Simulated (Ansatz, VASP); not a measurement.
TiC in VASP and in Ansatz

```
Ti C
1.0
     0.00000    2.16400    2.16400
     2.16400    0.00000    2.16400
     2.16400    2.16400    0.00000
Ti C
1 1
Direct
  0.00000 0.00000 0.00000
  0.50000 0.50000 0.50000
```

Alike in both runs: task single point; functional PBE; k mesh 16 × 16 × 16; occupations gaussian, width 0.1 eV; no spin polarisation.

```csv
,VASP,Ansatz
version,VASP 6.6.1,Ansatz 0.2.0
potentials or method,"VASP PAW PBE potentials, release 64 (Ti_sv, C), cutoff 520 eV","scalar-relativistic, plane waves, PAW"
valence electrons in the cell,16,16
```

|  | VASP | Ansatz | Ansatz less VASP |
| --- | --- | --- | --- |
| gap on the k mesh at the Fermi level (eV) | none | none | - |
| pressure (GPa) | 1.1 | 0.9 | -0.19 |

A gap of «none» marks a metal or a gap that the smearing closes. The functional is the same, so the differences come from potentials, cutoffs and numerics.
